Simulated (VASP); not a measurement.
A run of VASP 6.6.1:

The input INCAR:

```
ALGO = Normal
EDIFF = 1E-7
ENCUT = 520
GGA = PE
ISIF = 2
ISMEAR = -1
LASPH = True
LCHARG = False
LREAL = False
LWAVE = False
NBANDS = 28
NELM = 100
PREC = Accurate
SIGMA = 0.08
```

File KPOINTS:

```
k-points
0
Gamma
  11 11 6
```

Contents of POSCAR:

```
SnSe
1.0
    5.1099226455      0.0000000000      0.0000000000
   -2.5549613227      4.4253228224      0.0000000000
    0.0000000000      0.0000000000      6.1646424464
Sn Se
2 2
Direct
    0.3333333333      0.6666666667     -0.0445924335
    0.6666666667      0.3333333333      0.4554075665
    0.3333333333      0.6666666667      0.4205924335
    0.6666666667      0.3333333333      0.9205924335
```

Potentials or basis: VASP PAW PBE potentials, release 64 (Sn_d, Se).

Command:

```bash
$ cat potpaw_PBE.64/Sn_d/POTCAR potpaw_PBE.64/Se/POTCAR > POTCAR
$ mpirun -np 1 vasp_std > vasp.out
```

Hardware: 1 thread of Intel(R) Xeon(R) Platinum 8375C CPU @ 2.90GHz (Ice Lake), with other jobs on the host.

Question: How long does it take, and how much memory?

Answer: Wall time 5.2 min on 1 thread of Intel(R) Xeon(R) Platinum 8375C CPU @ 2.90GHz (Ice Lake), with other jobs on the host, peak memory 0.39 GiB. Counts: scf iterations 15, k points 64.
